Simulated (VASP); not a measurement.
Here is a VASP 6.6.1 calculation.

Contents of INCAR:

```
PREC = Accurate
ENCUT = 520
EDIFF = 1E-6
ISMEAR = 0
SIGMA = 0.15
LREAL = F
LASPH = T
NELM = 80
ALGO = Normal
ISIF = 2
LWAVE = F
LCHARG = F
GGA = PS
NBANDS = 16
```

The input KPOINTS:

```
Automatic mesh
0
Gamma
  10 10 10
```

The input POSCAR:

```
GaSb
1.0
    0.0000000000      3.0556140979      3.0556140979
    3.0556140979      0.0000000000      3.0556140979
    3.0556140979      3.0556140979      0.0000000000
Ga Sb
1 1
Direct
    0.0000000000      0.0000000000      0.0000000000
    0.7500000000      0.7500000000      0.7500000000
```

Potentials or basis: VASP PAW PBE potentials, release 64 (Ga_d, Sb).

Run with:

```console
$ cat potpaw_PBE.64/Ga_d/POTCAR potpaw_PBE.64/Sb/POTCAR > POTCAR
$ mpirun -np 1 vasp_std > vasp.out
```

(1) Predict the pressure.

## Answers

(1) 0.1 GPa.

Caveat: the PAW data sets were made with another functional, which shifts forces and pressure a little.
